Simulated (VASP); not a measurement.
The system is Fe.

```xyz
1
Lattice="-1.4526 1.4526 1.4526 1.4526 -1.4526 1.4526 1.4526 1.4526 -1.4526" Properties=species:S:1:pos:R:3 pbc="T T T"
Fe    0.0000    0.0000    0.0000
```

This cell differs from its parent crystal: volume scaled by 1.02.

Base run:

| Quantity | Value |
| --- | --- |
| Program | VASP 6.6.1 |
| Functional | LDA |
| Potentials or basis | VASP PAW LDA potentials, release 64 (Fe) |
| Cutoff | 520 eV |
| k mesh | 13 × 13 × 13 |
| Occupations | fermi-dirac, width 0.05 eV |
| Spin | collinear spin, ferromagnetic start |
| Starting moments | [3.0] μB |

Its results: pressure -28.5 GPa; net moment 2.21 μB per cell; site moments Fe +2.20 μB.

Task: After a change of settings the same cell gave: pressure -31.9 GPa; net moment 2.19 μB per cell; site moments Fe +2.16 μB. Which change was it?
A. further incar settings from ALGO = Fast; EDIFF = 1e-07; NBANDS = 14 to ALGO = Normal; EDIFF = 1e-07; NBANDS = 14
B. potentials or basis from VASP PAW LDA potentials, release 64 (Fe) to VASP PAW LDA potentials, release 64 (Fe_sv); cutoff from 520 eV to 600 eV; further incar settings from ALGO = Fast; EDIFF = 1e-07; NBANDS = 14 to ALGO = Normal; EDIFF = 1e-06; NBANDS = 18; valence electrons from 8 to 16
C. further incar settings from ALGO = Fast; EDIFF = 1e-07; NBANDS = 14 to ALGO = Fast; EDIFF = 1e-06; NBANDS = 14

Result: B.
